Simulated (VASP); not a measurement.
Runs of VASP 6.6.1 on Ta4C3. The structure is that of space group Pm-3m (No. 221), or close to it. The cells are those of the table. 

```csv
task,cell,k mesh,cutoff (eV),gap on the mesh (eV),pressure (GPa)
relaxation of cell and atoms,"relaxed from a = 4.445 Å, 7 atoms",4 × 4 × 4,600,none,-0.2
single point,"a = 4.489 Å, 7 atoms",8 × 8 × 8,520,none,-15.6
single point,"a = 4.266 Å, 7 atoms",8 × 8 × 8,520,none,(b)
single point,"a = 4.445 Å, 7 atoms",8 × 8 × 8,520,none,-7.9
single point,"a = 4.545 Å, 7 atoms",8 × 8 × 8,520,none,-23.9
single point,"a = 4.404 Å, 7 atoms",4 × 4 × 4,520,none,(a)
single point,"a = 4.219 Å, 7 atoms",8 × 8 × 8,520,none,53.0
single point,"a = 4.445 Å, 7 atoms",4 × 4 × 4,520,none,-7.9
```

Alike in all rows: level PBEsol; potentials or basis VASP PAW PBE potentials, release 64 (Ta_pv, C); no spin polarisation; smearing gaussian 0.1 eV.

Question: Fill in the values left out.

Answer: (a) 0.3; (b) 36.8.

Caveats: the PAW data sets were made with another functional, which shifts forces and pressure a little; spin-orbit coupling is left out, which moves the levels of the heavy elements.

A k mesh can miss the band edges, and the runs leave out spin-orbit coupling on Ta.

A gap of «none» marks levels without a gap at the run's occupations.
